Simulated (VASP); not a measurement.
A run of VASP 6.6.1 is set up as follows.

File INCAR:

```
ALGO     = Fast           # electronic algorithm
DIPOL    = 0.5 0.5 0.500
EDIFF    = 1E-7           # SCF threshold, eV
ENCUT    = 520            # plane-wave cutoff, eV
GGA      = PE             # functional
IDIPOL   = 3            
ISIF     = 2              # what is computed and relaxed
ISMEAR   = 0              # smearing method
LASPH    = True           # aspherical terms in the spheres
LCHARG   = False          # write CHGCAR
LDIPOL   = True         
LREAL    = False          # projectors in reciprocal space
LWAVE    = False          # write WAVECAR
NBANDS   = 33             # bands
NELM     = 60             # most SCF steps
PREC     = Accurate       # precision mode
SIGMA    = 0.1            # smearing width, eV
```

Contents of KPOINTS:

```
k-points
0
Gamma
  15 15 1
```

POSCAR

```
Pd
1.0
    2.7875915301      0.0000000000      0.0000000000
   -1.3937957650      2.4141250804      0.0000000000
    0.0000000000      0.0000000000     24.1042358134
Pd
5
Direct
    0.6666666667      0.3333333333      0.3114673868
    0.3333333333      0.6666666667      0.4060577526
    0.0000000000      0.0000000000      0.4999999995
    0.6666666667      0.3333333333      0.5939422443
    0.3333333333      0.6666666667      0.6885326168
```

Potentials or basis: VASP PAW PBE potentials, release 64 (Pd).

Run with:

```console
$ cat potpaw_PBE.64/Pd/POTCAR > POTCAR
$ mpirun -np 1 vasp_std > vasp.out
```

Q: What does it give for the largest force?

A: 0.014 eV/Å.

Q: Predict the band gap on the k mesh.

A: Zero (band 25 reaches 1.86 eV, above the bottom of band 26 at 1.01 eV).

Forces in eV/Å, atoms in the order of the input:
```
Pd   0.000  0.000  0.014
Pd   0.000  0.000 -0.003
Pd   0.000  0.000  0.000
Pd   0.000  0.000  0.003
Pd   0.000  0.000 -0.014
```
